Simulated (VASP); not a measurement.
# Ga (C2/c) in VASP: single point with PBEsol

Aim: the single point of Ga with PBEsol.

Everything below comes from runs of VASP 6.6.1. Logs are shortened: lines on timing, memory, paths and dates and some standing lists are left out, and cuts for length are marked.

### 1 The cell of the first run

Symmetry: C2/c, No. 15, monoclinic system. Conventional cell: a = 4.520 Å, b = 7.597 Å, c = 5.207 Å, α = 90.00°, β = 105.96°, γ = 90.00°. Within 3.3 Å of Ga (site symmetry 1) lie 7 Ga at 2.44 to 3.21 Å.

### 2 Single point, PBEsol (engineering shear strain xz -0.3000, normal strain along z +0.1500)

INCAR reads:

```
PREC = Accurate ; ENCUT = 520
EDIFF = 1E-7 ; ISMEAR = 0
SIGMA = 0.15 ; LREAL = F
LASPH = T ; NELM = 60
ALGO = Fast ; ISIF = 2
LWAVE = F ; LCHARG = T
GGA = PS ; LELF = T
LVHAR = T ; NBANDS = 34
```

KPOINTS reads:

```
Automatic mesh
0
Gamma
  10 10 10
```

POSCAR reads:

```
Ga
1.0
    2.2350478178     -3.7986615528     -0.3352571727
    2.2350478178      3.7986615528     -0.3352571727
   -0.6734664180      0.0000000000      5.1632425381
Ga
4
Direct
    0.1559156097      0.8440843903      0.0832479706
    0.6559156097      0.3440843903      0.4167520294
    0.8440843903      0.1559156097      0.9167520294
    0.3440843903      0.6559156097      0.5832479706
```

Potentials or basis: VASP PAW PBE potentials, release 64 (Ga_d).

The run is started by

```console
$ cat potpaw_PBE.64/Ga_d/POTCAR > POTCAR
$ mpirun -np 1 vasp_std > vasp.out
```

OUTCAR:

```text
PREC = Accurate
   ENCUT = 520
   EDIFF = 1E-7
   ISMEAR = 0
   LREAL = F
   LASPH = T
   NELM = 60
   ISIF = 2
   GGA = PS

 ion  position               nearest neighbor table
   1  0.156  0.844  0.083-   2 2.44   3 2.52   3 2.61
   2  0.656  0.344  0.417-   1 2.44   4 2.52   4 2.61
   3  0.844  0.156  0.917-   4 2.44   1 2.52   1 2.61
   4  0.344  0.656  0.583-   3 2.44   2 2.52   2 2.61

  LATTYP: Found a base centered monoclinic cell.
 ALAT       =     4.5201044765
 B/A-ratio  =     1.6807848458
 C/A-ratio  =     1.1519598823
 COS(beta)  =    -0.2750026751

  Lattice vectors:

 A1 = (   2.2350478178,  -3.7986615528,  -0.3352571727)
 A2 = (   2.2350478178,   3.7986615528,  -0.3352571727)
 A3 = (  -0.6734664180,   0.0000000000,   5.1632425381)

Analysis of symmetry for initial positions (statically):
=====================================================================
 Subroutine PRICEL returns:
 Original cell was already a primitive cell.

 Routine SETGRP: Setting up the symmetry group for a
 base centered monoclinic supercell.

 Subroutine GETGRP returns: Found  4 space group operations
 (whereof  2 operations were pure point group operations)
 out of a pool of  4 trial point group operations.

The static configuration has the point symmetry S_2 .
 The point group associated with its full space group is C_2h.

Analysis of symmetry for dynamics (positions and initial velocities):
=====================================================================
 Subroutine PRICEL returns:
 Original cell was already a primitive cell.

 Routine SETGRP: Setting up the symmetry group for a
 base centered monoclinic supercell.

 Subroutine GETGRP returns: Found  4 space group operations
 (whereof  2 operations were pure point group operations)
 out of a pool of  4 trial point group operations.

The dynamic configuration has the point symmetry S_2 .
 The point group associated with its full space group is C_2h.

 Subroutine INISYM returns: Found  4 space group operations
 (whereof  2 operations are pure point group operations),
 and found     1 'primitive' translations

----------------------------------------------------------------------------------------

                                     Primitive cell

  volume of cell :      85.9585

  direct lattice vectors                    reciprocal lattice vectors
[... 91 lines left out ...]
   EDIFF  = 0.1E-06   stopping-criterion for ELM
   LREAL  =      F    real-space projection
   EDIFFG = 0.1E-05   stopping-criterion for IOM
   NSW    =      0    number of steps for IOM
   IBRION =     -1    ionic relax: 0-MD 1-quasi-New 2-CG
   NFREE  =      0    steps in history (QN), initial steepest desc. (CG)
   ISIF   =      2    stress and relaxation
   ISYM   =      2    0-nonsym 1-usesym 2-fastsym
   POTIM  = 0.5000    time-step for ionic-motion
   TEBEG  =    0.0;   TEEND  =   0.0 temperature during run
   PSTRESS=    0.0 pullay stress
   NELECT =      52.0000    total number of electrons
   NUPDOWN=      -1.0000    fix difference up-down
   EMIN   =  10.00;   EMAX   =-10.00  energy-range for DOS
   EFERMI =   0.00;   METHOD = LEGACY
   ISMEAR =     0;   SIGMA  =   0.15  broadening in eV -4-tet -1-fermi 0-gaus
   EFERMI_NEDOS =   21; number of points for ismear=-14 and -15
   IALGO  =     68    algorithm
   IMIX   =      4    mixing-type and parameters
     AMIX     =   0.40;   BMIX     =  1.00
     AMIX_MAG =   1.60;   BMIX_MAG =  1.00
  volume/ion in A,a.u.               =      21.49       145.02
  Fermi-wavevector in a.u.,A,eV,Ry     =   1.384564  2.616447 26.082609  1.917018
  Thomas-Fermi vector in A             =   2.509056
   LORBIT       =      0    0 simple, 1 ext, 2 COOP (PROOUT), +10 PAW based schemes
   GGA     = PS    functional components
   LHFCALC =     F    Hartree Fock is set to
   AEXX    =    0.0000 exact exchange contribution
   IVDW    =     0    specifies the selected vdW correction
   LEPSILON=     F    determine dielectric tensor
   LRPA    =     F    only Hartree local field effects (RPA)
 non-spin polarized calculation
 RMM-DIIS sequential band-by-band and
 Gauss-broadening in eV      SIGMA  =   0.15
  energy-cutoff  :      520.00
  volume of cell :       85.96
 maximum number of plane-waves:      2334
 NGX is ok and might be reduce to    36
   NGX = 17   NGY = 17   NGZ = 19

 number of electron      51.9999999 magnetization

 Free energy of the ion-electron system (eV)
  ---------------------------------------------------
  ext. energy  EPLUGINS =         0.00000000
  ---------------------------------------------------
  free energy    TOTEN  =       -12.81955188 eV

  energy without entropy =      -12.80081469  energy(sigma->0) =      -12.81018329

 E-fermi :   4.0083     XC(G=0): -10.3199

 val. band max:        4.0048873868   @ k =  -0.1000   0.4000   0.1000
 cond. band min:       4.0164799158   @ k =  -0.4000   0.4000   0.1000
 fundamental gap:      0.0115925289
 Fermi energy:         4.0083350360

 k-point     1 :       0.0000    0.0000    0.0000
  band No.  band energies     occupation
      1     -11.0273      2.00000
      2     -11.0122      2.00000
      3     -10.8970      2.00000
      4     -10.8815      2.00000
      5     -10.8718      2.00000
      6     -10.8463      2.00000
[... 877 lines left out ...]
     33      10.6157      0.00000
     34      11.7695      0.00000

 [... further k-points ...]

------------------------ aborting loop because EDIFF is reached ----------------------------------------

  FORCE on cell =-STRESS in cart. coord.  units (eV):
  Direction    XX          YY          ZZ          XY          YZ          ZX
  --------------------------------------------------------------------------------------
  -------------------------------------------------------------------------------------
  Total       -0.5204461     -1.2166983     -1.2410092      0.0000000      0.0000000      2.4906181
  in kB       -9.7005804    -22.6780048    -23.1311343      0.0000000      0.0000000     46.4225587
  external PRESSURE =     -18.5032399 kB  Pullay stress =       0.0000000 kB

 VOLUME and BASIS-vectors are now :
 -----------------------------------------------------------------------------
  energy-cutoff  :      520.00
  volume of cell :       85.96
      direct lattice vectors                 reciprocal lattice vectors
     2.235047818 -3.798661553 -0.335257173     0.228173117 -0.131625309  0.029761711
     2.235047818  3.798661553 -0.335257173     0.228173117  0.131625309  0.029761711
    -0.673466418  0.000000000  5.163242538     0.029631253  0.000000000  0.197541689

 POSITION                                       TOTAL-FORCE (eV/Angst)
 -----------------------------------------------------------------------------------
      2.17898      2.61412      0.09457        -0.512447     -0.351104     -0.401425
      1.95438     -1.18454      1.81653         0.512447     -0.351104      0.401425
      1.61765     -2.61412      4.39816         0.512447      0.351104      0.401425
      1.84225      1.18454      2.67619        -0.512447      0.351104     -0.401425
 -----------------------------------------------------------------------------------
    total drift:                               -0.000000     -0.000000      0.000000

  FREE ENERGIE OF THE ION-ELECTRON SYSTEM (eV)
  ---------------------------------------------------
  free  energy   TOTEN  =       -12.8195518813 eV

  energy  without entropy=      -12.8008146930  energy(sigma->0) =      -12.81018329
```

OSZICAR:

```text
N       E                     dE             d eps       ncg     rms          rms(c)
DAV:   1     0.358799786959E+03    0.35880E+03   -0.25578E+04 19534   0.280E+03
DAV:   2     0.321883548653E+02   -0.32661E+03   -0.31874E+03 19776   0.533E+02
DAV:   3    -0.115569092067E+02   -0.43745E+02   -0.43161E+02 21860   0.152E+02
DAV:   4    -0.129858424971E+02   -0.14289E+01   -0.14216E+01 22112   0.305E+01
DAV:   5    -0.130159162127E+02   -0.30074E-01   -0.30061E-01 24294   0.460E+00    0.261E+00
RMM:   6    -0.128604730710E+02    0.15544E+00   -0.27570E-01 24472   0.527E+00    0.136E+00
RMM:   7    -0.128217177985E+02    0.38755E-01   -0.92923E-02 26342   0.266E+00    0.313E-01
RMM:   8    -0.128192022169E+02    0.25156E-02   -0.12432E-02 25271   0.964E-01    0.563E-02
RMM:   9    -0.128195154478E+02   -0.31323E-03   -0.37379E-03 31918   0.481E-01    0.271E-02
RMM:  10    -0.128195406161E+02   -0.25168E-04   -0.38834E-04 26822   0.178E-01    0.104E-02
RMM:  11    -0.128195474995E+02   -0.68834E-05   -0.13117E-04 28373   0.102E-01    0.541E-03
RMM:  12    -0.128195509933E+02   -0.34938E-05   -0.50328E-05 31803   0.521E-02    0.143E-03
RMM:  13    -0.128195517892E+02   -0.79594E-06   -0.74740E-06 29315   0.219E-02    0.170E-03
RMM:  14    -0.128195518274E+02   -0.38133E-07   -0.40221E-06 25222   0.193E-02    0.119E-03
RMM:  15    -0.128195518480E+02   -0.20607E-07   -0.13603E-06 22977   0.924E-03    0.109E-04
RMM:  16    -0.128195518813E+02   -0.33349E-07   -0.27821E-07 15033   0.445E-03
   1 F= -.12819552E+02 E0= -.12810183E+02  d E =-.187372E-01
```

Wall time 9.9 min (1 thread of Intel Xeon 8259CL, shared host); peak memory 0.65 GiB.

What came out:

* Free energy: -12.8196 eV
* Pressure: -1.9 GPa
* Largest force: 0.740 eV/Å
* Band gap on the k mesh: zero (bands 26 and 27 overlap by 2.01 eV)

Forces in eV/Å, atoms in the order of the input:
```
Ga  -0.512 -0.351 -0.401
Ga   0.512 -0.351  0.401
Ga   0.512  0.351  0.401
Ga  -0.512  0.351 -0.401
```

Levels at points of the mesh, in eV from the Fermi level:
```
           k point  band 23  band 24  band 25  band 26  band 27  band 28  band 29  band 30
(0.00, 0.00, 0.00)    -4.30    -0.89    -0.16    -0.11     0.89     1.62     1.71     2.08
(0.50, 0.00, 0.00)    -4.68    -3.13    -1.87    -0.77    -0.02     1.86     2.81     3.17
(0.50, 0.50, 0.00)    -3.44    -2.69    -2.46    -1.75     0.12     0.98     1.36     1.56
(0.00, 0.00, 0.50)    -1.19    -1.19     0.22     0.22     2.22     2.22     2.47     2.47
(0.50, 0.00, 0.50)    -5.63    -4.94    -1.60    -0.46     0.08     1.32     3.85     4.28
(0.50, 0.50, 0.50)    -5.35    -5.35    -1.50    -1.50     1.26     1.26     5.00     5.00
```

Caveat: the cell differs from its parent crystal (engineering shear strain xz -0.3000, normal strain along z +0.1500); the PAW data sets were made with another functional, which shifts forces and pressure a little.
